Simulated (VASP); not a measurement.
# ZrB: single point with PBEsol

Crystal: ZrB.

```xyz
2
Lattice="0.0000 2.3250 2.3250 2.3250 0.0000 2.3250 2.3250 2.3250 0.0000" Properties=species:S:1:pos:R:3 pbc="T T T"
Zr    0.0000    0.0000    0.0000
B     2.3250    2.3250    2.8250
```

This cell differs from its parent crystal: all B atoms moved -0.500 Å, as atom 2 towards its neighbour atom 1 (Zr) at 2.325 Å.

- Program: VASP 6.6.1
- Task: single point
- Functional: PBEsol
- Potentials or basis: VASP PAW PBE potentials, release 64 (Zr_sv, B)
- Cutoff: 520 eV
- k mesh: 18 × 18 × 18
- Occupations: gaussian, width 0.15 eV
- Spin: no spin polarisation
- Dipole correction: no
- Further INCAR settings: ALGO = Normal; EDIFF = 1e-06; NBANDS = 14

```yaml
Pressure: 44.4 GPa
Largest_force: 8.481 eV/Å
Band_gap_on_the_k_mesh: zero (an odd number of electrons rules out a gap without spin polarisation)
```

Forces on the atoms (eV/Å):
```
Zr   0.000  0.000  8.481
B    0.000  0.000 -8.481
```

Stress tensor (GPa, compression positive):
```
23.47  0.00  0.00
 0.00 23.47  0.00
 0.00  0.00 86.18
```

Levels at points of the mesh, in eV from the Fermi level:
```
           k point  band 3  band 4  band 5  band 6  band 7  band 8  band 9  band 10  band 11  band 12
(0.00, 0.00, 0.00)  -24.61  -24.61   -8.21   -0.29   -0.29    0.57    1.86     3.65     6.25     6.25
(0.50, 0.00, 0.00)  -24.97  -24.73   -4.65   -3.30   -1.49   -1.18    4.84     5.61     6.83     7.92
(0.50, 0.50, 0.00)  -24.97  -24.97   -6.16   -1.32    0.53    2.36    2.36     5.57     6.49     6.49
(0.00, 0.50, 0.50)  -25.44  -24.93   -6.20   -2.93   -0.48    1.86    4.56     6.43     6.72     6.76
```

Wall time 41 s on 1 thread of Intel(R) Xeon(R) 6975P-C (Granite Rapids), on a shared host, peak memory 0.28 GiB.

Caveat: the cell differs from its parent crystal (all B atoms moved -0.500 Å, as atom 2 towards its neighbour atom 1 (Zr) at 2.325 Å); the cell stands under pressure; the PAW data sets were made with another functional, which shifts forces and pressure a little.
